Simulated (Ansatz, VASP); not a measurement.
Two plane-wave programs on CsBr

```
CELL_PARAMETERS angstrom
4.34497 0.00000 0.00000
0.00000 4.34497 0.00000
0.00000 0.00000 4.34497
ATOMIC_POSITIONS crystal
Cs 0.00000 0.00000 0.00000
Br 0.50000 0.50000 0.50000
```

Alike in both runs: task single point; functional PBE; k mesh 6 × 6 × 6; no spin polarisation.

|  | VASP | Ansatz |
| --- | --- | --- |
| version | VASP 6.6.1 | Ansatz 0.2.0 |
| potentials or method | VASP PAW PBE potentials, release 64 (Cs_sv, Br) | plane waves, PAW |
| plane-wave cutoff (eV) | 500 | 420 |
| occupations | gaussian, width 0.01 eV | fixed |
| valence electrons in the cell | 16 | 16 |

|  | VASP | Ansatz | Ansatz less VASP |
| --- | --- | --- | --- |
| gap on the k mesh at the Fermi level (eV) | 4.36 | 4.37 | +0.012 |
| pressure (GPa) | 0.5 | 0.4 | -0.04 |

Spin-orbit coupling is off throughout.
